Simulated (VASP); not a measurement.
Input of a VASP 6.6.1 run:

File INCAR:

```
PREC = Accurate
ENCUT = 600
EDIFF = 1E-6
ISMEAR = 0
SIGMA = 0.15
LREAL = F
LASPH = T
NELM = 120
ALGO = Normal
ISIF = 2
LWAVE = F
LCHARG = T
GGA = PE
LELF = T
LVHAR = T
NBANDS = 32
GGA_COMPAT = F
```

The input KPOINTS:

```
regular mesh
0
Gamma
  4 4 2
```

File POSCAR:

```
NaPt2BrO2
1.0
    3.5491058202      0.0000000028      0.0000000000
   -1.7745529125      3.0736157996      0.0000000000
    0.0000000000      0.0000000000      8.4939505663
Na Pt Br O
1 2 1 2
Direct
    0.6666666667      0.3333333333      0.7604451605
    0.3333333333      0.6666666667      0.2250763020
    0.0000000000      0.0000000000      0.4978300153
    0.0000000000      0.0000000000      0.0243321458
    0.6666666667      0.3333333333      0.3936439506
    0.3333333333      0.6666666667      0.5986713959
```

Potentials or basis: VASP PAW PBE potentials, release 64 (Na_pv, Pt, Br, O).

Run with:

```bash
$ cat potpaw_PBE.64/Na_pv/POTCAR potpaw_PBE.64/Pt/POTCAR potpaw_PBE.64/Br/POTCAR potpaw_PBE.64/O/POTCAR > POTCAR
$ mpirun -np 1 vasp_std > vasp.out
```

Task: Predict the pressure.

Result: -0.1 GPa.

Task: Predict the band gap on the k mesh.

Result: 0.04 eV, indirect (least direct gap 0.21 eV).

Stress tensor (GPa, compression positive):
```
-0.28  0.00  0.00
 0.00 -0.28  0.00
 0.00  0.00  0.13
```

Caveat: the k points lie up to 0.51 Å⁻¹ apart; spin-orbit coupling is left out, which moves the levels of the heavy elements. A k mesh can miss the band edges.
